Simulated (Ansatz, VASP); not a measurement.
## One calculation of C, two programs

```xyz
7
Lattice="4.9121 0.0000 0.0000 -2.4561 4.2540 0.0000 0.0000 0.0000 15.0000" Properties=species:S:1:pos:R:3 pbc="T T T"
C    -1.2280    3.5450    7.4732
C     2.4561    1.4180    7.4732
C     1.2280    3.5450    7.4732
C     1.2280    0.7090    7.5268
C     0.0000    2.8360    7.5268
C     3.6841    0.7090    7.5268
C     2.4561    2.8360    7.5268
```

Alike in both runs: task single point; functional PBE; k mesh 6 × 6 × 1; occupations gaussian, width 0.1 eV; no spin polarisation.

|  | VASP | Ansatz |
| --- | --- | --- |
| version | VASP 6.6.1 | Ansatz 0.2.0 |
| potentials or method | VASP PAW PBE potentials, release 64 (C), cutoff 520 eV | scalar-relativistic, plane waves, PAW |
| valence electrons in the cell | 28 | 28 |

Ansatz gave:

```
gap on the k mesh at the Fermi level (eV) : none
rms of the force components (eV/Å)        : 0.766
```

Which values does VASP return?

gap on the k mesh at the Fermi level (eV): none; rms of the force components (eV/Å): 0.754.

Atom by atom the forces differ by 0.017 eV/Å (rms over components). A gap of «none» marks a metal or a gap that the smearing closes. Ansatz's warnings: slab cell height set.
